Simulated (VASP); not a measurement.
Here is a VASP 6.6.1 calculation.

The input INCAR:

```
SYSTEM = HfO2
PREC = Accurate
ENCUT = 520
EDIFF = 1E-6
ISMEAR = 0
SIGMA = 0.02
LREAL = .FALSE.
LASPH = .TRUE.
NELM = 80
ALGO = Normal
ISIF = 2
LWAVE = .FALSE.
LCHARG = .TRUE.
GGA = CA
LELF = .TRUE.
LVHAR = .TRUE.
NBANDS = 56
```

KPOINTS

```
regular mesh
0
G
  4 6 6
  0 0 0
```

File POSCAR:

```
HfO2
1.0
    5.1813838528      0.0000000000      0.0000000000
    0.0000000000      4.9757467658      0.0000000000
    0.0000000000      0.0000000000      4.9962015083
Hf O
4 8
Direct
    0.0329067786      0.2680462448      0.2431567275
    0.4670932214      0.2680462448      0.7431567275
    0.5329067786      0.7319537552      0.2431567275
    0.9670932214      0.7319537552      0.7431567275
    0.3689230908      0.0730566426      0.3789228701
    0.1310769092      0.0730566426      0.8789228701
    0.7354632397      0.4585497550      0.4909204023
    0.7645367603      0.4585497550      0.9909204023
    0.2645367603      0.5414502450      0.9909204023
    0.2354632397      0.5414502450      0.4909204023
    0.8689230908      0.9269433574      0.3789228701
    0.6310769092      0.9269433574      0.8789228701
```

Potentials or basis: VASP PAW LDA potentials, release 64 (Hf_pv, O).

Launch:

```bash
$ cat potpaw_LDA.64/Hf_pv/POTCAR potpaw_LDA.64/O/POTCAR > POTCAR
$ mpirun -np 1 vasp_std > vasp.out
```

(1) Predict the largest force.

(2) Predict the pressure.

(3) Estimate the band gap on the k mesh.

Answers

(1) 0.054 eV/Å.

(2) -2.6 GPa.

(3) 4.29 eV (least direct gap 4.52 eV).

Caveat: spin-orbit coupling is left out, which moves the levels of the heavy elements.
